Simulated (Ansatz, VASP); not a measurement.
Sn in VASP and in Ansatz

Contents of INCAR:

```
SYSTEM = Sn
PREC = Accurate
ENCUT = 520
EDIFF = 1E-6
ISMEAR = 0
SIGMA = 0.15
LREAL = .FALSE.
LASPH = .TRUE.
NELM = 80
ALGO = Fast
ISIF = 2
LWAVE = .FALSE.
LCHARG = .TRUE.
GGA = PE
LELF = .TRUE.
LVHAR = .TRUE.
NBANDS = 21
```

File KPOINTS:

```
Automatic mesh
0
G
  12 12 12
  0 0 0
```

The input POSCAR:

```
Sn
1.0
    0.0000000000      3.1969160000      3.2456000000
    3.2942840000      0.0000000000      3.2456000000
    3.2942840000      3.1969160000      0.0000000000
Sn
2
Direct
    0.5000000000      0.5000000000      0.5000000000
    0.7500000000      0.7500000000      0.7500000000
```

Input for Ansatz:

```yaml
crystal:
  lattice:
    - [0.0, 3.196916, 3.2456]
    - [3.294284, 0.0, 3.2456]
    - [3.294284, 3.196916, 0.0]
  atoms:
    - { symbol: Sn, position: [0.5, 0.5, 0.5] }
    - { symbol: Sn, position: [0.75, 0.75, 0.75] }
basis:
  ecutwfc: 420
kpoints:
  mp_grid: { grid: [12, 12, 12] }
hamiltonian:
  xc: pbe
scf:
  occupations: { method: gaussian, width: 0.15 }
output:
  forces: true
  stress: true
  eigenvalues: true
```

Change from the starting cell: strain +0.0150 x Voigt [1, -1, 0, 0, 0, 0], atoms carried along.

Alike in both runs: task single point; functional PBE; k mesh 12 × 12 × 12; occupations gaussian, width 0.15 eV; no spin polarisation.

|  | VASP | Ansatz |
| --- | --- | --- |
| version | VASP 6.6.1 | Ansatz 0.2.0 |
| potentials or method | VASP PAW PBE potentials, release 64 (Sn_d), cutoff 520 eV | scalar-relativistic, plane waves, PAW |
| valence electrons in the cell | 28 | 28 |

```csv
,VASP,Ansatz,Ansatz less VASP
gap on the k mesh at the Fermi level (eV),none,none,-
pressure (GPa),3.2,3.2,+0.07
"traceless stress, the component that is largest in VASP (GPa)",-0.44,-0.44,0.000
```

A gap of «none» marks a metal or a gap that the smearing closes.
